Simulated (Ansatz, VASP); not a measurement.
Na in VASP and in Ansatz

```
Na
1.0
    -2.11500    2.11500    2.11500
     2.11500   -2.11500    2.11500
     2.11500    2.11500   -2.11500
Na
1
Direct
  0.00000 0.00000 0.00000
```

Alike in both runs: task single point; functional r2SCAN; k mesh 12 × 12 × 12; occupations gaussian, width 0.05 eV; no spin polarisation.

|  | VASP | Ansatz |
| --- | --- | --- |
| version | VASP 6.6.1 | Ansatz 0.2.0 |
| potentials or method | VASP PAW PBE potentials, release 64 (Na_pv), cutoff 520 eV | scalar-relativistic, plane waves, PAW |
| valence electrons in the cell | 7 | 9 |

|  | VASP | Ansatz | Ansatz less VASP |
| --- | --- | --- | --- |
| gap on the k mesh at the Fermi level (eV) | none | none | - |
| pressure (GPa) | 0.1 | 0.0 | -0.09 |

VASP's potentials were made for PBE, not for r2SCAN. A gap of «none» marks a metal or a gap that the smearing closes. VASP's potentials hold 7 valence electrons a cell and Ansatz's 9, so a difference there can come from the potentials and not from the codes.
